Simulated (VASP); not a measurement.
## RbIn (CsCl type): electric field gradients with PBE

The system is RbIn (CsCl type).

```xyz
2
Lattice="4.4529 0.0000 0.0000 0.0000 4.4529 0.0000 0.0000 0.0000 4.4529" Properties=species:S:1:pos:R:3 pbc="T T T"
Rb    0.0000    0.0000    0.0000
In    2.2264    2.2264    2.2264
```

```json
{
 "Program": "VASP 6.6.1",
 "Task": "electric field gradients",
 "Functional": "PBE",
 "Potentials or basis": "VASP PAW PBE potentials, release 64 (Rb_sv, In_d)",
 "Cutoff": "520 eV",
 "k mesh": "9 × 9 × 9",
 "Occupations": "fermi-dirac, width 0.05 eV",
 "Spin": "no spin polarisation",
 "Dipole correction": "no",
 "Further INCAR settings": "ALGO = Normal; EDIFF = 1e-08; NBANDS = 18"
}
```

```json
{"Pressure": "0.0 GPa", "Band gap on the k mesh": "zero (band 11 reaches 4.64 eV, above the bottom of band 12 at 1.86 eV)"}
```

Levels at points of the mesh, in eV from the Fermi level:
```
           k point  band 8  band 9  band 10  band 11  band 12  band 13  band 14  band 15
(0.00, 0.00, 0.00)  -11.72  -11.72    -5.85     2.39     2.39     2.39     2.66     2.66
```

Run time: 72 s on 1 thread of AMD EPYC 7R13, with other jobs on the host, peak memory 0.2 GiB.

Caveat: without QUAD_EFG the Cq values of the log hold for a quadrupole moment of 1 mb, not for the nuclei; spin-orbit coupling is left out, which moves the levels of the heavy elements.
